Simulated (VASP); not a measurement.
Write the native input for VASP 6.6.1 that does the following.

| Item | Value |
| --- | --- |
| Task | single point |
| Functional | PBE |
| Potentials or basis | VASP PAW PBE potentials, release 64 (B, N) |
| Cutoff | 520 eV |
| k mesh | 12 × 12 × 6 |
| Occupations | gaussian, width 0.05 eV |
| Spin | no spin polarisation |
| Dipole correction | no |
| Further INCAR settings | ALGO = Normal; EDIFF = 1e-07; NBANDS = 16 |

The structure of BN lies in POSCAR:

```
BN
1.0
    2.5539396017      0.0000000000      0.0000000000
   -1.2769698009      2.2117765748      0.0000000000
    0.0000000000      0.0000000000      4.2268550000
B N
2 2
Direct
    0.6350090235      0.2700180469      0.9997240000
    0.3649909765      0.7299819531      0.4997240000
    0.7005760592      0.4011521183      0.6252760000
    0.2994239408      0.5988478817      0.1252760000
```

This cell differs from its parent crystal: mode 4 (471.6 1/cm) frozen in, largest displacement -0.150 Å.

These files were run (other wordings do the same):

INCAR

```
PREC = Accurate
ENCUT = 520
EDIFF = 1E-7
ISMEAR = 0
SIGMA = 0.05
LREAL = F
LASPH = T
NELM = 60
ALGO = Normal
ISIF = 2
LWAVE = F
LCHARG = F
GGA = PE
NBANDS = 16
```

KPOINTS

```
Automatic mesh
0
Gamma
  12 12 6
```

Potentials or basis: VASP PAW PBE potentials, release 64 (B, N).

The run is started by

```bash
$ cat potpaw_PBE.64/B/POTCAR potpaw_PBE.64/N/POTCAR > POTCAR
$ mpirun -np 1 vasp_std > vasp.out
```

Results of the run:

The pressure is -0.4 GPa. The largest force is 1.629 eV/Å and the band gap on the k mesh is 4.71 eV, indirect (least direct gap 7.78 eV).

Caveat: the cell differs from its parent crystal (mode 4 (471.6 1/cm) frozen in, largest displacement -0.150 Å); forces of over 1 eV/Å act on the atoms, so gaps and moduli don't describe the material at rest.

Wall time 28 s on 1 thread of Intel(R) Xeon(R) 6975P-C (Granite Rapids), with other jobs on the host, peak memory 0.17 GiB.
